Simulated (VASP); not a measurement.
# Sr (Immm) in VASP: further runs

The runs below take Sr through single point, with PBEsol.

Program: VASP 6.6.1. These are calculated values, not measurements. Logs are shortened: lines on timing, memory, paths and dates and some standing lists are left out, and cuts for length are marked.

### 1 The cell of the first run

Symmetry: Immm, No. 71, orthorhombic system. The conventional cell has a = 4.216 Å, b = 4.389 Å, c = 6.085 Å, α = 90.00°, β = 90.00°, γ = 90.00°. Sr (site symmetry mmm) has 12 Sr at 4.22 to 4.39 Å within 5.5 Å.

### 2 Single point, PBEsol (strain -0.0400 x Voigt [0, 0, 0, 0, 0, 1])

Contents of INCAR:

```
SYSTEM = Sr
PREC     = Accurate       ! precision mode
ENCUT    = 520            ! plane-wave cutoff, eV
EDIFF    = 1E-6           ! SCF threshold, eV
ISMEAR   = 0              ! smearing method
SIGMA    = 0.03           ! smearing width, eV
LREAL    = .False.        ! projectors in reciprocal space
LASPH    = .True.         ! aspherical terms in the spheres
NELM     = 100            ! most SCF steps
ALGO     = Normal         ! electronic algorithm
ISIF     = 2              ! what is computed and relaxed
LWAVE    = .False.        ! write WAVECAR
LCHARG   = .True.         ! write CHGCAR
GGA      = PS             ! functional
LELF     = .True.         ! ELF
LVHAR    = .True.       
NBANDS   = 11             ! bands
```

Contents of KPOINTS:

```
regular mesh
0
Gamma
  10 10 10
  0 0 0
```

Contents of POSCAR:

```
Sr
1.0
   -0.0608470000      3.0423500000      3.0423500000
    3.0423500000     -0.0608470000      3.0423500000
    2.9815030000      2.9815030000      0.0000000000
Sr
1
Direct
    0.0000000000      0.0000000000      0.0000000000
```

Potentials or basis: VASP PAW PBE potentials, release 64 (Sr_sv).

Command:

```sh
cat potpaw_PBE.64/Sr_sv/POTCAR > POTCAR
mpirun -np 1 vasp_std > vasp.out
```

OUTCAR:

```text
SYSTEM = Sr
   PREC = Accurate
   ENCUT = 520
   EDIFF = 1E-6
   ISMEAR = 0
   LREAL = .False.
   LASPH = .True.
   NELM = 100
   ISIF = 2
   GGA = PS

 ion  position               nearest neighbor table
   1  0.000  0.000  0.000-

  LATTYP: Found a body centered orthorhombic cell.
 ALAT       =     4.2164819789
 B/A-ratio  =     1.0408163265
 C/A-ratio  =     1.4430750636

  Lattice vectors:

 A1 = (   0.0608470000,  -3.0423500000,  -3.0423500000)
 A2 = (  -0.0608470000,   3.0423500000,  -3.0423500000)
 A3 = (   3.0423500000,  -0.0608470000,   3.0423500000)

Analysis of symmetry for initial positions (statically):
=====================================================================
 Subroutine PRICEL returns:
 Original cell was already a primitive cell.

 Routine SETGRP: Setting up the symmetry group for a
 body centered orthorhombic supercell.

 Subroutine GETGRP returns: Found  8 space group operations
 (whereof  8 operations were pure point group operations)
 out of a pool of  8 trial point group operations.

The static configuration has the point symmetry D_2h.

Analysis of symmetry for dynamics (positions and initial velocities):
=====================================================================
 Subroutine PRICEL returns:
 Original cell was already a primitive cell.

 Routine SETGRP: Setting up the symmetry group for a
 body centered orthorhombic supercell.

 Subroutine GETGRP returns: Found  8 space group operations
 (whereof  8 operations were pure point group operations)
 out of a pool of  8 trial point group operations.

The dynamic configuration has the point symmetry D_2h.

 Subroutine INISYM returns: Found  8 space group operations
 (whereof  8 operations are pure point group operations),
 and found     1 'primitive' translations

----------------------------------------------------------------------------------------

                                     Primitive cell

  volume of cell :      56.2968

  direct lattice vectors                    reciprocal lattice vectors
    -0.060847000  3.042350000  3.042350000    -0.161124157  0.161124157  0.164346640
     3.042350000 -0.060847000  3.042350000     0.161124157 -0.161124157  0.164346640
     2.981503000  2.981503000  0.000000000     0.167700653  0.167700653 -0.164346640

  length of vectors
     4.302962863  4.302962863  4.216481979     0.280948048  0.280948048  0.288542607

  position of ions in fractional coordinates (direct lattice)
     0.000000000  0.000000000  0.000000000

  ion indices of the primitive-cell ions
   primitive index   ion index
                 1           1

----------------------------------------------------------------------------------------

 KPOINTS: regular mesh

Automatic generation of k-mesh.
 Grid dimensions read from file:
 generate k-points for:   10   10   10

 Generating k-lattice:

  Cartesian coordinates                     Fractional coordinates (reciprocal lattice)
    -0.016112416  0.016112416  0.016434664     0.100000000 -0.000000000  0.000000000
     0.016112416 -0.016112416  0.016434664    -0.000000000  0.100000000  0.000000000
     0.016770065  0.016770065 -0.016434664     0.000000000  0.000000000  0.100000000

  Length of vectors
     0.028094805  0.028094805  0.028854261

  Shift w.r.t. Gamma in fractional coordinates (k-lattice)
     0.000000000  0.000000000  0.000000000

 Subroutine IBZKPT returns following result:
 ===========================================

 Found    171 irreducible k-points:

 Following reciprocal coordinates:
            Coordinates               Weight
  0.000000  0.000000  0.000000      1.000000
  0.100000  0.000000  0.000000      4.000000
  0.200000  0.000000  0.000000      4.000000
  0.300000  0.000000  0.000000      4.000000
  0.400000  0.000000  0.000000      4.000000
  0.500000 -0.000000  0.000000      2.000000
[... 16 lines left out ...]
  0.300000  0.300000  0.000000      2.000000
  0.400000  0.300000  0.000000      4.000000
 [... further k-points ...]
   k-points           NKPTS =    171   k-points in BZ     NKDIM =    171   number of bands    NBANDS=     11
   number of dos      NEDOS =    301   number of ions     NIONS =      1
   total plane-waves  NPLWV =  32768
   dimension x,y,z NGX =    32 NGY =   32 NGZ =   32
   dimension x,y,z NGXF=    64 NGYF=   64 NGZF=   64
   ions per type =               1
   NGX,Y,Z   is equivalent  to a cutoff of  12.36, 12.36, 12.62 a.u.
   NGXF,Y,Z  is equivalent  to a cutoff of  24.73, 24.73, 25.23 a.u.
 SYSTEM =  Sr
   PREC   = accura    normal or accurate (medium, high low for compatibility)
   ISTART =      0    job   : 0-new  1-cont  2-samecut
   ICHARG =      2    charge: 1-file 2-atom 10-const
   ISPIN  =      1    spin polarized calculation?
   LNONCOLLINEAR =      F non collinear calculations
   LSORBIT =      F    spin-orbit coupling
   LASPH  =      T    aspherical Exc in radial PAW
   ENCUT  =  520.0 eV  38.22 Ry    6.18 a.u.   8.00  8.00  7.84*2*pi/ulx,y,z
   NELM   =    100;   NELMIN=  2; NELMDL= -5     # of ELM steps
   EDIFF  = 0.1E-05   stopping-criterion for ELM
   LREAL  =      F    real-space projection
   EDIFFG = 0.1E-04   stopping-criterion for IOM
   NSW    =      0    number of steps for IOM
   IBRION =     -1    ionic relax: 0-MD 1-quasi-New 2-CG
   NFREE  =      0    steps in history (QN), initial steepest desc. (CG)
   ISIF   =      2    stress and relaxation
   ISYM   =      2    0-nonsym 1-usesym 2-fastsym
   POTIM  = 0.5000    time-step for ionic-motion
   TEBEG  =    0.0;   TEEND  =   0.0 temperature during run
   PSTRESS=    0.0 pullay stress
   NELECT =      10.0000    total number of electrons
   NUPDOWN=      -1.0000    fix difference up-down
   EMIN   =  10.00;   EMAX   =-10.00  energy-range for DOS
   EFERMI =   0.00;   METHOD = LEGACY
   ISMEAR =     0;   SIGMA  =   0.03  broadening in eV -4-tet -1-fermi 0-gaus
   EFERMI_NEDOS =   21; number of points for ismear=-14 and -15
   IALGO  =     38    algorithm
   IMIX   =      4    mixing-type and parameters
     AMIX     =   0.40;   BMIX     =  1.00
     AMIX_MAG =   1.60;   BMIX_MAG =  1.00
  volume/ion in A,a.u.               =      56.30       379.91
  Fermi-wavevector in a.u.,A,eV,Ry     =   0.920266  1.739051 11.522642  0.846890
  Thomas-Fermi vector in A             =   2.045553
   LORBIT       =      0    0 simple, 1 ext, 2 COOP (PROOUT), +10 PAW based schemes
   GGA     = PS    functional components
   LHFCALC =     F    Hartree Fock is set to
   AEXX    =    0.0000 exact exchange contribution
   IVDW    =     0    specifies the selected vdW correction
   LEPSILON=     F    determine dielectric tensor
   LRPA    =     F    only Hartree local field effects (RPA)
 non-spin polarized calculation
 Gauss-broadening in eV      SIGMA  =   0.03
  energy-cutoff  :      520.00
  volume of cell :       56.30
 maximum number of plane-waves:      1532
   NGX = 15   NGY = 15   NGZ = 15

 number of electron      10.0000000 magnetization

 Free energy of the ion-electron system (eV)
  ---------------------------------------------------
  ext. energy  EPLUGINS =         0.00000000
  ---------------------------------------------------
  free energy    TOTEN  =        -1.82380656 eV

  energy without entropy =       -1.82280034  energy(sigma->0) =       -1.82330345

 E-fermi :   1.4322     XC(G=0):  -7.3594

 val. band max:        1.4184252345   @ k =  -0.3000   0.4000   0.3000
 cond. band min:       1.4325382186   @ k =   0.5000   0.1000   0.0000
 fundamental gap:      0.0141129841
 Fermi energy:         1.4322292812

 k-point     1 :       0.0000    0.0000    0.0000
  band No.  band energies     occupation
      1     -35.1695      2.00000
      2     -17.0745      2.00000
      3     -17.0737      2.00000
      4     -17.0737      2.00000
      5      -2.2047      2.00000
      6       3.5689      0.00000
      7       3.7042      0.00000
      8       3.8851      0.00000
      9       5.1685      0.00000
     10       5.1719      0.00000
     11       8.4456      0.00000

 k-point     2 :       0.1000    0.0000    0.0000
  band No.  band energies     occupation
      1     -35.1684      2.00000
      2     -17.0907      2.00000
      3     -17.0769      2.00000
      4     -17.0756      2.00000
      5      -2.0521      2.00000
      6       3.3838      0.00000
      7       3.7207      0.00000
      8       3.9530      0.00000
      9       5.0899      0.00000
     10       5.0977      0.00000
     11       8.8268      0.00000

 k-point     3 :       0.2000    0.0000    0.0000
  band No.  band energies     occupation
      1     -35.1655      2.00000
      2     -17.1349      2.00000
      3     -17.0831      2.00000
      4     -17.0804      2.00000
      5      -1.6146      2.00000
      6       2.8848      0.00000
      7       3.7816      0.00000
      8       4.0415      0.00000
      9       5.0398      0.00000
     10       5.0774      0.00000
     11       8.5236      0.00000

 k-point     4 :       0.3000    0.0000    0.0000
  band No.  band energies     occupation
      1     -35.1620      2.00000
      2     -17.1887      2.00000
      3     -17.0908      2.00000
      4     -17.0864      2.00000
      5      -0.9570      2.00000
      6       2.3093      0.00000
      7       3.6945      0.00000
      8       3.9488      0.00000
      9       5.3189      0.00000
     10       5.4136      0.00000
     11       7.6808      0.00000
[... 239 lines left out ...]
 k-point    22 :      -0.2000    0.2000    0.0000
  band No.  band energies     occupation
      1     -35.1609      2.00000
      2     -17.1706      2.00000
      3     -17.1263      2.00000
      4     -17.0904      2.00000
      5      -0.7363      2.00000
      6       2.4426      0.00000
      7       3.0724      0.00000
      8       4.4089      0.00000
      9       4.6582      0.00000
     10       5.9686      0.00000
     11       7.9161      0.00000

 k-point    23 :       0.3000    0.3000    0.0000
  band No.  band energies     occupation
      1     -35.1586      2.00000
      2     -17.1883      2.00000
      3     -17.1201      2.00000
      4     -17.1154      2.00000
      5      -0.5178      2.00000
      6       2.2612      0.00000
      7       3.1067      0.00000
      8       4.5400      0.00000
      9       4.8379      0.00000
     10       5.7893      0.00000
     11       8.9873      0.00000

 k-point    24 :       0.4000    0.3000    0.0000
  band No.  band energies     occupation
      1     -35.1562      2.00000
      2     -17.2128      2.00000
      3     -17.1319      2.00000
      4     -17.1226      2.00000
      5       0.0364      2.00000
      6       2.0249      0.00000
      7       2.7396      0.00000
      8       4.9702      0.00000
      9       5.0225      0.00000
     10       6.1048      0.00000
     11       7.5896      0.00000

 [... further k-points ...]

------------------------ aborting loop because EDIFF is reached ----------------------------------------

  FORCE on cell =-STRESS in cart. coord.  units (eV):
  Direction    XX          YY          ZZ          XY          YZ          ZX
  --------------------------------------------------------------------------------------
  -------------------------------------------------------------------------------------
  Total       -0.3027087     -0.3027087     -0.3030161      0.0989040      0.0000000      0.0000000
  in kB       -8.6149290     -8.6149290     -8.6236786      2.8147544      0.0000000      0.0000000
  external PRESSURE =      -8.6178455 kB  Pullay stress =       0.0000000 kB

 VOLUME and BASIS-vectors are now :
 -----------------------------------------------------------------------------
  energy-cutoff  :      520.00
  volume of cell :       56.30
      direct lattice vectors                 reciprocal lattice vectors
    -0.060847000  3.042350000  3.042350000    -0.161124157  0.161124157  0.164346640
     3.042350000 -0.060847000  3.042350000     0.161124157 -0.161124157  0.164346640
     2.981503000  2.981503000  0.000000000     0.167700653  0.167700653 -0.164346640

 POSITION                                       TOTAL-FORCE (eV/Angst)
 -----------------------------------------------------------------------------------
      0.00000      0.00000      0.00000        -0.000000      0.000000     -0.000000
 -----------------------------------------------------------------------------------
    total drift:                                0.000000      0.000000      0.000000

  FREE ENERGIE OF THE ION-ELECTRON SYSTEM (eV)
  ---------------------------------------------------
  free  energy   TOTEN  =        -1.8238065622 eV

  energy  without entropy=       -1.8228003360  energy(sigma->0) =       -1.82330345
```

Run time: 22 s. Hardware: 1 thread of Intel Xeon 6975P-C (Granite Rapids), shared host; peak memory 0.24 GiB.

Results:

```yaml
Free_energy: -1.8238 eV
Pressure: -0.9 GPa
Band_gap_on_the_k_mesh: zero (bands 5 and 6 overlap by 0.12 eV)
```

Caveat: the cell differs from its parent crystal (strain -0.0400 x Voigt [0, 0, 0, 0, 0, 1]); the PAW data sets were made with another functional, which shifts forces and pressure a little.

[end of part 1 of 3]
